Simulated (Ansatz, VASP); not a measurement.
# Two plane-wave programs on ZrH

```xyz
4
Lattice="3.2060 0.0000 0.0000 0.0000 3.2060 0.0000 0.0000 0.0000 4.9030" Properties=species:S:1:pos:R:3 pbc="T T T"
Zr    0.0000    1.6030    0.0000
Zr    1.6030    0.0000    2.4515
H     0.0000    0.0000    3.6772
H     0.0000    0.0000    1.2257
```

Alike in both runs: functional r2SCAN; k mesh 10 × 10 × 7; occupations fermi-dirac, width 0.1 eV; no spin polarisation.

Ansatz relaxed the structure, and its values are those at the end. VASP's run is a single point on that final structure, the one shown.

```csv
,VASP,Ansatz
version,VASP 6.6.1,Ansatz 0.2.0
potentials or method,"VASP PAW PBE potentials, release 64 (Zr_sv, H), cutoff 520 eV",PAW plane waves
valence electrons in the cell,26,26
```

```csv
,VASP,Ansatz,Ansatz less VASP
pressure (GPa),5.2,5.3,+0.07
```

VASP's potentials were made for PBE, not for r2SCAN. Ansatz's warnings: stress scf threshold loose.
